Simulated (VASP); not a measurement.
A run of VASP 6.6.1:

INCAR

```
SYSTEM = LuBRh3
PREC = Accurate ; ENCUT = 520
EDIFF = 1E-6 ; ISMEAR = 1
SIGMA = 0.15 ; LREAL = .False.
LASPH = .True. ; NELM = 80
ALGO = Normal ; ISIF = 2
LWAVE = .False. ; LCHARG = .False.
GGA = PE ; NBANDS = 44
```

KPOINTS

```
Automatic mesh
0
Gamma
  4 4 3
  0 0 0
```

File POSCAR:

```
LuBRh3
1.0
    3.9929100000      0.1482050000     -0.5178980000
    0.4684640000      4.1591900000     -0.4546150000
   -0.8203210000      0.2041270000      4.6863570000
Rh B Lu
3 1 1
Direct
    0.8541263523      0.1384116378      0.3493065800
    0.3639390722      0.7338049156      0.2881654213
    0.3918946274      0.0350760721      0.8562865681
    0.2406331661      0.3946052153      0.5086093282
    0.8339396452      0.4674888069      0.8667212289
```

Potentials or basis: VASP PAW PBE potentials, release 64 (Rh_pv, B, Lu).

Launch:

```sh
$ cat potpaw_PBE.64/Rh_pv/POTCAR potpaw_PBE.64/B/POTCAR potpaw_PBE.64/Lu/POTCAR > POTCAR
$ mpirun -np 1 vasp_std > vasp.out
```

Hardware: 1 thread of AMD EPYC 9R45 96-Core Processor (Zen 5), with other jobs on the host.

Q: Estimate the wall time of this run.

A: Run time: 62 s on 1 thread of AMD EPYC 9R45 96-Core Processor (Zen 5), with other jobs on the host, peak memory 0.21 GiB. Counts: scf iterations 15, k points 26.
